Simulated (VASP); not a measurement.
The system is CO2.

```
CELL_PARAMETERS angstrom
5.62000 0.00000 0.00000
0.00000 5.62000 0.00000
0.00000 0.00000 5.62000
ATOMIC_POSITIONS crystal
O 0.16700 0.33300 0.66700
O 0.33300 0.66700 0.16700
O 0.66700 0.16700 0.33300
O 0.83300 0.83300 0.83300
O 0.83300 0.66700 0.33300
O 0.66700 0.33300 0.83300
O 0.33300 0.83300 0.66700
O 0.16700 0.16700 0.16700
C 0.00000 0.50000 0.50000
C 0.50000 0.50000 0.00000
C 0.50000 0.00000 0.50000
C 0.00000 0.00000 0.00000
```

- Program: VASP 6.6.1
- Task: relaxation of cell and atoms
- Functional: PBEsol
- Potentials or basis: VASP PAW PBE potentials, release 64 (O_GW, C_GW)
- Cutoff: 630 eV
- k mesh: 4 × 4 × 4
- Occupations: gaussian, width 0.03 eV
- Spin: no spin polarisation

At the start: pressure -40.5 GPa; volume 14.79 Å³/atom.

Q: Where does the relaxation end?

A: Over 26 steps the energy falls by 2765.0 meV/atom and the volume is 15.53 Å³/atom (+5.0 %); space group Pa-3 (No. 205, to 0.1 Å) before and after.

Step by step:
| step | energy change (eV) | largest force (eV/Å) | pressure (GPa) | volume (Å³) |
| --- | --- | --- | --- | --- |
| 1 | 0.0000 | 10.0531 | -40.48 | 177.50 |
| 2 | 9.8050 | 57.3423 | 250.68 | 97.77 |
| 3 | -3.7654 | 10.4007 | -43.20 | 161.53 |
| 4 | -13.1710 | 11.1816 | -43.55 | 148.94 |
| 5 | -30.9356 | 4.8217 | -9.22 | 121.57 |
| 6 | -29.7531 | 6.9728 | 44.77 | 110.55 |
| 7 | -31.6409 | 1.9009 | 4.48 | 117.75 |
| 8 | -31.6743 | 0.8395 | 9.38 | 116.64 |
| 9 | -32.1173 | 1.8044 | 15.25 | 124.70 |
| 10 | -32.1232 | 2.3418 | 16.51 | 126.25 |
| 11 | -32.2695 | 2.0780 | 14.57 | 128.57 |
| 12 | -32.6186 | 1.3287 | 9.51 | 135.72 |
| 13 | -32.9971 | 0.0096 | 2.10 | 150.81 |
| 14 | -32.9777 | 2.1235 | -5.74 | 184.25 |
| 15 | -33.0931 | 0.8811 | -1.80 | 165.24 |
| 16 | -33.1312 | 0.4706 | -0.75 | 168.75 |
| 17 | -33.1544 | 0.0919 | 0.66 | 173.39 |
| 18 | -33.1554 | 0.2499 | 1.06 | 174.68 |
| 19 | -33.1620 | 0.1477 | 0.67 | 177.34 |
| 20 | -33.1689 | 0.0774 | -0.14 | 183.65 |
| 21 | -33.1690 | 0.1036 | -0.23 | 184.39 |
| 22 | -33.1697 | 0.0133 | 0.04 | 186.19 |
| 23 | -33.1697 | 0.0132 | 0.04 | 186.18 |
| 24 | -33.1697 | 0.0104 | 0.04 | 186.14 |
| 25 | -33.1697 | 0.0034 | 0.01 | 186.40 |
| 26 | -33.1795 | 0.0025 | 0.00 | 186.40 |

Final structure:
```
CELL_PARAMETERS angstrom
5.71234 0.00000 0.00000
0.00000 5.71234 0.00000
0.00000 0.00000 5.71234
ATOMIC_POSITIONS crystal
O 0.11827 0.38173 0.61827
O 0.38173 0.61827 0.11827
O 0.61827 0.11827 0.38173
O 0.88173 0.88173 0.88173
O 0.88173 0.61827 0.38173
O 0.61827 0.38173 0.88173
O 0.38173 0.88173 0.61827
O 0.11827 0.11827 0.11827
C 0.00000 0.50000 0.50000
C 0.50000 0.50000 0.00000
C 0.50000 0.00000 0.50000
C 0.00000 0.00000 0.00000
```

Where two steps share one volume, the run began anew on that cell with a basis built for it.

Caveat: this functional lacks dispersion, which holds the molecules together, so the pressure and a relaxed volume are unreliable; the PAW data sets were made with another functional, which shifts forces and pressure a little.
